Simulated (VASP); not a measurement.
# PbSe (Clausthalite) (Fm-3m) in VASP: a series of runs

PbSe (Clausthalite) is run at these levels: LDA; tasks: single point.

Everything below comes from runs of VASP 6.6.1. Logs are shortened: lines on timing, memory, paths and dates and some standing lists are left out, and cuts for length are marked.

**1. The cell of the first run**

Symmetry: Fm-3m, No. 225, cubic system. The conventional cell has a = 5.996 Å, b = 5.996 Å, c = 5.996 Å, α = 90.00°, β = 90.00°, γ = 90.00°. Within 3.9 Å of Pb (site symmetry m-3m) lie 6 Se at 3.00 Å. Se (site symmetry m-3m) has 6 Pb at 3.00 Å within 3.9 Å.

**2. Single point, LDA**

Contents of INCAR:

```
ALGO = Normal
EDIFF = 1E-7
ENCUT = 520
GGA = CA
ISIF = 2
ISMEAR = 0
LASPH = T
LCHARG = F
LREAL = F
LWAVE = F
NBANDS = 17
NELM = 60
PREC = Accurate
SIGMA = 0.01
```

Contents of KPOINTS:

```
k-points
0
Gamma
  5 5 5
```

Contents of POSCAR:

```
PbSe
1.0
    0.0000000000      2.9981702236      2.9981702236
    2.9981702236      0.0000000000      2.9981702236
    2.9981702236      2.9981702236      0.0000000000
Pb Se
1 1
Direct
    0.0000000000      0.0000000000      0.0000000000
    0.5000000000      0.5000000000      0.5000000000
```

Potentials or basis: VASP PAW LDA potentials, release 64 (Pb_d, Se).

Command:

```sh
cat potpaw_LDA.64/Pb_d/POTCAR potpaw_LDA.64/Se/POTCAR > POTCAR
mpirun -np 1 vasp_std > vasp.out
```

OUTCAR:

```text
EDIFF = 1E-7
   ENCUT = 520
   GGA = CA
   ISIF = 2
   ISMEAR = 0
   LASPH = T
   LREAL = F
   NELM = 60
   PREC = Accurate

 ion  position               nearest neighbor table
   1  0.000  0.000  0.000-   2 3.00   2 3.00   2 3.00   2 3.00   2 3.00   2 3.00
   2  0.500  0.500  0.500-   1 3.00   1 3.00   1 3.00   1 3.00   1 3.00   1 3.00

  LATTYP: Found a face centered cubic cell.
 ALAT       =     5.9963404472

  Lattice vectors:

 A1 = (   0.0000000000,   2.9981702236,   2.9981702236)
 A2 = (   2.9981702236,   0.0000000000,   2.9981702236)
 A3 = (   2.9981702236,   2.9981702236,   0.0000000000)

Analysis of symmetry for initial positions (statically):
=====================================================================
 Subroutine PRICEL returns:
 Original cell was already a primitive cell.

 Routine SETGRP: Setting up the symmetry group for a
 face centered cubic supercell.

 Subroutine GETGRP returns: Found 48 space group operations
 (whereof 48 operations were pure point group operations)
 out of a pool of 48 trial point group operations.

The static configuration has the point symmetry O_h .

Analysis of symmetry for dynamics (positions and initial velocities):
=====================================================================
 Subroutine PRICEL returns:
 Original cell was already a primitive cell.

 Routine SETGRP: Setting up the symmetry group for a
 face centered cubic supercell.

 Subroutine GETGRP returns: Found 48 space group operations
 (whereof 48 operations were pure point group operations)
 out of a pool of 48 trial point group operations.

The dynamic configuration has the point symmetry O_h .

 Subroutine INISYM returns: Found 48 space group operations
 (whereof 48 operations are pure point group operations),
 and found     1 'primitive' translations

----------------------------------------------------------------------------------------

                                     Primitive cell

  volume of cell :      53.9013

  direct lattice vectors                    reciprocal lattice vectors
     0.000000000  2.998170224  2.998170224    -0.166768383  0.166768383  0.166768383
     2.998170224  0.000000000  2.998170224     0.166768383 -0.166768383  0.166768383
     2.998170224  2.998170224  0.000000000     0.166768383  0.166768383 -0.166768383
[... 64 lines left out ...]
   LNONCOLLINEAR =      F non collinear calculations
   LSORBIT =      F    spin-orbit coupling
   LASPH  =      T    aspherical Exc in radial PAW
   ENCUT  =  520.0 eV  38.22 Ry    6.18 a.u.   7.88  7.88  7.88*2*pi/ulx,y,z
   NELM   =     60;   NELMIN=  2; NELMDL= -5     # of ELM steps
   EDIFF  = 0.1E-06   stopping-criterion for ELM
   LREAL  =      F    real-space projection
   EDIFFG = 0.1E-05   stopping-criterion for IOM
   NSW    =      0    number of steps for IOM
   IBRION =     -1    ionic relax: 0-MD 1-quasi-New 2-CG
   NFREE  =      0    steps in history (QN), initial steepest desc. (CG)
   ISIF   =      2    stress and relaxation
   ISYM   =      2    0-nonsym 1-usesym 2-fastsym
   POTIM  = 0.5000    time-step for ionic-motion
   TEBEG  =    0.0;   TEEND  =   0.0 temperature during run
   PSTRESS=    0.0 pullay stress
   NELECT =      20.0000    total number of electrons
   NUPDOWN=      -1.0000    fix difference up-down
   EMIN   =  10.00;   EMAX   =-10.00  energy-range for DOS
   EFERMI =   0.00;   METHOD = LEGACY
   ISMEAR =     0;   SIGMA  =   0.01  broadening in eV -4-tet -1-fermi 0-gaus
   EFERMI_NEDOS =   21; number of points for ismear=-14 and -15
   IALGO  =     38    algorithm
   IMIX   =      4    mixing-type and parameters
     AMIX     =   0.40;   BMIX     =  1.00
     AMIX_MAG =   1.60;   BMIX_MAG =  1.00
  volume/ion in A,a.u.               =      26.95       181.87
  Fermi-wavevector in a.u.,A,eV,Ry     =   1.176391  2.223058 18.829061  1.383897
  Thomas-Fermi vector in A             =   2.312756
   LORBIT       =      0    0 simple, 1 ext, 2 COOP (PROOUT), +10 PAW based schemes
   GGA     = CA    functional components
   LHFCALC =     F    Hartree Fock is set to
   AEXX    =    0.0000 exact exchange contribution
   IVDW    =     0    specifies the selected vdW correction
   LEPSILON=     F    determine dielectric tensor
   LRPA    =     F    only Hartree local field effects (RPA)
 non-spin polarized calculation
 Gauss-broadening in eV      SIGMA  =   0.01
  energy-cutoff  :      520.00
  volume of cell :       53.90
 maximum number of plane-waves:      1470
   NGX = 15   NGY = 15   NGZ = 15

 number of electron      20.0000004 magnetization

 Free energy of the ion-electron system (eV)
  ---------------------------------------------------
  ext. energy  EPLUGINS =         0.00000000
  ---------------------------------------------------
  free energy    TOTEN  =        -9.47039149 eV

  energy without entropy =       -9.47039149  energy(sigma->0) =       -9.47039149

 E-fermi :   5.3813     XC(G=0): -10.1292

 val. band max:        5.2906992531   @ k =  -0.2000   0.2000   0.0000
 cond. band min:       6.3729223772   @ k =   0.4000   0.0000   0.0000
 fundamental gap:      1.0822231241
 Fermi energy:         5.3812657051

 k-point     1 :       0.0000    0.0000    0.0000
  band No.  band energies     occupation
      1     -11.2034      2.00000
      2     -11.2034      2.00000
      3     -11.1972      2.00000
      4     -11.1972      2.00000
      5     -11.1972      2.00000
      6      -8.4587      2.00000
[... 177 lines left out ...]
      4     -11.1674      2.00000
      5     -11.1449      2.00000
      6      -6.8698      2.00000
[... 9 lines left out ...]
     16      17.1304      0.00000
     17      17.1961      0.00000

------------------------ aborting loop because EDIFF is reached ----------------------------------------

  FORCE on cell =-STRESS in cart. coord.  units (eV):
  Direction    XX          YY          ZZ          XY          YZ          ZX
  --------------------------------------------------------------------------------------
  -------------------------------------------------------------------------------------
  Total        0.4148180      0.4148180      0.4148180      0.0000000      0.0000000      0.0000000
  in kB       12.3301772     12.3301772     12.3301772      0.0000000      0.0000000      0.0000000
  external PRESSURE =      12.3301772 kB  Pullay stress =       0.0000000 kB

 VOLUME and BASIS-vectors are now :
 -----------------------------------------------------------------------------
  energy-cutoff  :      520.00
  volume of cell :       53.90
      direct lattice vectors                 reciprocal lattice vectors
     0.000000000  2.998170224  2.998170224    -0.166768383  0.166768383  0.166768383
     2.998170224  0.000000000  2.998170224     0.166768383 -0.166768383  0.166768383
     2.998170224  2.998170224  0.000000000     0.166768383  0.166768383 -0.166768383

 POSITION                                       TOTAL-FORCE (eV/Angst)
 -----------------------------------------------------------------------------------
      0.00000      0.00000      0.00000        -0.000000     -0.000000      0.000000
      2.99817      2.99817      2.99817         0.000000      0.000000     -0.000000
 -----------------------------------------------------------------------------------
    total drift:                                0.000000     -0.000000     -0.000000

  FREE ENERGIE OF THE ION-ELECTRON SYSTEM (eV)
  ---------------------------------------------------
  free  energy   TOTEN  =        -9.4703914898 eV

  energy  without entropy=       -9.4703914898  energy(sigma->0) =       -9.47039149
```

OSZICAR:

```text
N       E                     dE             d eps       ncg     rms          rms(c)
DAV:   1     0.161301209613E+03    0.16130E+03   -0.96267E+03   340   0.119E+03
DAV:   2     0.172055246363E+01   -0.15958E+03   -0.15395E+03   364   0.313E+02
DAV:   3    -0.947044949225E+01   -0.11191E+02   -0.11125E+02   434   0.905E+01
DAV:   4    -0.971311822968E+01   -0.24267E+00   -0.24255E+00   423   0.145E+01
DAV:   5    -0.972042435959E+01   -0.73061E-02   -0.73059E-02   461   0.236E+00    0.304E+00
DAV:   6    -0.948171887579E+01    0.23871E+00   -0.57575E-01   547   0.571E+00    0.182E+00
DAV:   7    -0.947203385958E+01    0.96850E-02   -0.89757E-02   396   0.152E+00    0.908E-01
DAV:   8    -0.947065388699E+01    0.13800E-02   -0.82935E-03   446   0.956E-01    0.867E-02
DAV:   9    -0.947038532402E+01    0.26856E-03   -0.16109E-03   508   0.369E-01    0.396E-02
DAV:  10    -0.947039294814E+01   -0.76241E-05   -0.96017E-05   399   0.625E-02    0.129E-02
DAV:  11    -0.947039152736E+01    0.14208E-05   -0.11703E-05   485   0.347E-02    0.630E-03
DAV:  12    -0.947039148982E+01    0.37539E-07   -0.91387E-07   485   0.117E-02
   1 F= -.94703915E+01 E0= -.94703915E+01  d E =-.129312E-38
```

Run time: 4.4 s. Hardware: 1 thread of Intel Xeon 6975P-C, shared host; peak memory 0.15 GiB.

What came out:

* Free energy: -9.4704 eV
* Pressure: 1.2 GPa

Caveat: this odd mesh misses L, where the gap lies, so gap, dielectric constants and Born charges aren't listed; spin-orbit coupling is left out, which moves the levels of the heavy elements.

**3. Single point, LDA**

This run uses another cell than the first one, of 27.52 Å³/atom, 1.021 times its volume.

Contents of INCAR:

```
PREC = Accurate
ENCUT = 520
EDIFF = 1E-6
ISMEAR = 0
SIGMA = 0.01
LREAL = False
LASPH = True
NELM = 100
ALGO = Normal
ISIF = 2
LWAVE = False
LCHARG = False
NBANDS = 17
```

Contents of KPOINTS:

```
regular mesh
0
Gamma
  5 5 5
```

Contents of POSCAR:

```
PbSe
1.0
    0.0000000000      3.0192847941      3.0192847941
    3.0192847941      0.0000000000      3.0192847941
    3.0192847941      3.0192847941      0.0000000000
Pb Se
1 1
Direct
    0.0000000000      0.0000000000      0.0000000000
    0.5000000000      0.5000000000      0.5000000000
```

Potentials or basis: VASP PAW LDA potentials, release 64 (Pb_d, Se).

Command:

```sh
cat potpaw_LDA.64/Pb_d/POTCAR potpaw_LDA.64/Se/POTCAR > POTCAR
mpirun -np 1 vasp_std > vasp.out
```

Run time: 3.8 s. Hardware: 1 thread of Intel Xeon 6975P-C, shared host; peak memory 0.15 GiB.

Results (log left out):

- Free energy: -9.4750 eV
- Pressure: 0.0 GPa

Levels at points of the mesh, in eV from the Fermi level:
```tsv
k point	band 6	band 7	band 8	band 9	band 10	band 11	band 12	band 13	band 14	band 15
(0.00, 0.00, 0.00)	-13.63	-5.98	-1.72	-1.72	-1.72	5.03	5.03	5.03	6.73	6.73
```

Caveat: this odd mesh misses L, where the gap lies, so gap, dielectric constants and Born charges aren't listed; spin-orbit coupling is left out, which moves the levels of the heavy elements.

**4. Single point, LDA**

This run uses another cell than the first one, of 28.10 Å³/atom, 1.043 times its volume.

Contents of INCAR:

```
SYSTEM = PbSe
ALGO     = Normal         ! electronic algorithm
EDIFF    = 1E-6           ! SCF threshold, eV
ENCUT    = 520            ! plane-wave cutoff, eV
GGA      = CA             ! functional
ISIF     = 2              ! what is computed and relaxed
ISMEAR   = 0              ! smearing method
LASPH    = .TRUE.         ! aspherical terms in the spheres
LCHARG   = .TRUE.         ! write CHGCAR
LELF     = .TRUE.         ! ELF
LREAL    = .FALSE.        ! projectors in reciprocal space
LVHAR    = .TRUE.       
LWAVE    = .FALSE.        ! write WAVECAR
NBANDS   = 17             ! bands
NELM     = 60             ! most SCF steps
PREC     = Accurate       ! precision mode
SIGMA    = 0.01           ! smearing width, eV
```

Contents of KPOINTS:

```
k-points
0
G
  5 5 5
  0 0 0
```

Contents of POSCAR:

```
PbSe
1.0
    0.0000000000      3.0401081059      3.0401081059
    3.0401081059      0.0000000000      3.0401081059
    3.0401081059      3.0401081059      0.0000000000
Pb Se
1 1
Direct
    0.0000000000      0.0000000000      0.0000000000
    0.5000000000      0.5000000000      0.5000000000
```

Potentials or basis: VASP PAW LDA potentials, release 64 (Pb_d, Se).

Command:

```sh
cat potpaw_LDA.64/Pb_d/POTCAR potpaw_LDA.64/Se/POTCAR > POTCAR
mpirun -np 1 vasp_std > vasp.out
```

OUTCAR:

```text
SYSTEM = PbSe
   EDIFF = 1E-6
   ENCUT = 520
   GGA = CA
   ISIF = 2
   ISMEAR = 0
   LASPH = .TRUE.
   LREAL = .FALSE.
   NELM = 60
   PREC = Accurate

 ion  position               nearest neighbor table
   1  0.000  0.000  0.000-   2 3.04   2 3.04   2 3.04   2 3.04   2 3.04   2 3.04
   2  0.500  0.500  0.500-   1 3.04   1 3.04   1 3.04   1 3.04   1 3.04   1 3.04

  LATTYP: Found a face centered cubic cell.
 ALAT       =     6.0802162118

  Lattice vectors:

 A1 = (   0.0000000000,   3.0401081059,   3.0401081059)
 A2 = (   3.0401081059,   0.0000000000,   3.0401081059)
 A3 = (   3.0401081059,   3.0401081059,   0.0000000000)

Analysis of symmetry for initial positions (statically):
=====================================================================
 Subroutine PRICEL returns:
 Original cell was already a primitive cell.

 Routine SETGRP: Setting up the symmetry group for a
 face centered cubic supercell.

 Subroutine GETGRP returns: Found 48 space group operations
 (whereof 48 operations were pure point group operations)
 out of a pool of 48 trial point group operations.

The static configuration has the point symmetry O_h .

Analysis of symmetry for dynamics (positions and initial velocities):
=====================================================================
 Subroutine PRICEL returns:
 Original cell was already a primitive cell.

 Routine SETGRP: Setting up the symmetry group for a
 face centered cubic supercell.

 Subroutine GETGRP returns: Found 48 space group operations
 (whereof 48 operations were pure point group operations)
 out of a pool of 48 trial point group operations.

The dynamic configuration has the point symmetry O_h .

 Subroutine INISYM returns: Found 48 space group operations
 (whereof 48 operations are pure point group operations),
 and found     1 'primitive' translations

----------------------------------------------------------------------------------------

                                     Primitive cell
[... 94 lines left out ...]
   IMIX   =      4    mixing-type and parameters
     AMIX     =   0.40;   BMIX     =  1.00
     AMIX_MAG =   1.60;   BMIX_MAG =  1.00
  volume/ion in A,a.u.               =      28.10       189.61
  Fermi-wavevector in a.u.,A,eV,Ry     =   1.160163  2.192391 18.313156  1.345979
  Thomas-Fermi vector in A             =   2.296749
   LORBIT       =      0    0 simple, 1 ext, 2 COOP (PROOUT), +10 PAW based schemes
   GGA     = CA    functional components
   LHFCALC =     F    Hartree Fock is set to
   AEXX    =    0.0000 exact exchange contribution
   IVDW    =     0    specifies the selected vdW correction
   LEPSILON=     F    determine dielectric tensor
   LRPA    =     F    only Hartree local field effects (RPA)
 non-spin polarized calculation
 Gauss-broadening in eV      SIGMA  =   0.01
  energy-cutoff  :      520.00
  volume of cell :       56.19
 maximum number of plane-waves:      1528
   NGX = 15   NGY = 15   NGZ = 15

 number of electron      20.0000003 magnetization

 Free energy of the ion-electron system (eV)
  ---------------------------------------------------
  ext. energy  EPLUGINS =         0.00000000
  ---------------------------------------------------
  free energy    TOTEN  =        -9.47093938 eV

  energy without entropy =       -9.47093938  energy(sigma->0) =       -9.47093938

 E-fermi :   4.8101     XC(G=0):  -9.9391

 val. band max:        4.7593634042   @ k =  -0.2000   0.2000   0.0000
 cond. band min:       5.8605651889   @ k =   0.4000   0.0000   0.0000
 fundamental gap:      1.1012017846
 Fermi energy:         4.8101425585

 k-point     1 :       0.0000    0.0000    0.0000
  band No.  band energies     occupation
      1     -11.6612      2.00000
      2     -11.6612      2.00000
      3     -11.6577      2.00000
      4     -11.6577      2.00000
      5     -11.6577      2.00000
      6      -8.6300      2.00000
[... 177 lines left out ...]
      4     -11.6321      2.00000
      5     -11.6133      2.00000
      6      -7.1997      2.00000
[... 9 lines left out ...]
     16      16.5133      0.00000
     17      16.5454      0.00000

------------------------ aborting loop because EDIFF is reached ----------------------------------------

  FORCE on cell =-STRESS in cart. coord.  units (eV):
  Direction    XX          YY          ZZ          XY          YZ          ZX
  --------------------------------------------------------------------------------------
  -------------------------------------------------------------------------------------
  Total       -0.4038332     -0.4038332     -0.4038332      0.0000000     -0.0000000     -0.0000000
  in kB      -11.5137156    -11.5137156    -11.5137156      0.0000000     -0.0000000     -0.0000000
  external PRESSURE =     -11.5137156 kB  Pullay stress =       0.0000000 kB

 VOLUME and BASIS-vectors are now :
 -----------------------------------------------------------------------------
  energy-cutoff  :      520.00
  volume of cell :       56.19
      direct lattice vectors                 reciprocal lattice vectors
     0.000000000  3.040108106  3.040108106    -0.164467836  0.164467836  0.164467836
     3.040108106  0.000000000  3.040108106     0.164467836 -0.164467836  0.164467836
     3.040108106  3.040108106  0.000000000     0.164467836  0.164467836 -0.164467836

 POSITION                                       TOTAL-FORCE (eV/Angst)
 -----------------------------------------------------------------------------------
      0.00000      0.00000      0.00000        -0.000000      0.000000      0.000000
      3.04011      3.04011      3.04011         0.000000     -0.000000     -0.000000
 -----------------------------------------------------------------------------------
    total drift:                                0.000000     -0.000000     -0.000000

  FREE ENERGIE OF THE ION-ELECTRON SYSTEM (eV)
  ---------------------------------------------------
  free  energy   TOTEN  =        -9.4709393775 eV

  energy  without entropy=       -9.4709393775  energy(sigma->0) =       -9.47093938
```

Wall time 4.2 s (1 thread of Intel Xeon 6975P-C, shared host); peak memory 0.15 GiB.

Results:

```
Free energy : -9.4709 eV
Pressure    : -1.2 GPa
```

Caveat: this odd mesh misses L, where the gap lies, so gap, dielectric constants and Born charges aren't listed; spin-orbit coupling is left out, which moves the levels of the heavy elements.

[end of part 1 of 2]
